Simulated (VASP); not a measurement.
Runs of VASP 6.6.1 on FeSi. The structure is that of space group Pm-3m (No. 221), or close to it. The cells are those of the table. 

```tsv
task	cell	k mesh	cutoff (eV)	gap on the mesh (eV)	pressure (GPa)
single point	a = 2.690 Å, 2 atoms	16 × 16 × 16	520	none	12.6
single point	a = 2.763 Å, 2 atoms	16 × 16 × 16	520	none	-9.1
single point	a = 2.573 Å, 2 atoms	18 × 18 × 18	520	none	(b)
single point	a = 2.613 Å, 2 atoms	18 × 18 × 18	520	none	47.2
relaxation of cell and atoms	relaxed from a = 2.727 Å, 2 atoms	16 × 16 × 16	600	none	0.0
single point	a = 2.727 Å, 2 atoms	16 × 16 × 16	520	none	0.6
single point	a = 2.652 Å, 2 atoms	16 × 16 × 16	520	none	28.1
single point	a = 2.489 Å, 2 atoms	18 × 18 × 18	520	none	141.3
single point	a = 2.532 Å, 2 atoms	18 × 18 × 18	520	none	102.4
single point	a = 2.444 Å, 2 atoms	18 × 18 × 18	520	none	(a)
```

Alike in all rows: level r2SCAN; potentials or basis VASP PAW PBE potentials, release 64 (Fe, Si); no spin polarisation; smearing gaussian 0.05 eV.

Problem. Fill in the values left out.

Solution. (a) 190.4; (b) 71.6.

Caveats: the PAW data sets were made with another functional, which shifts forces and pressure a little.

A gap of «none» marks levels without a gap at the run's occupations.
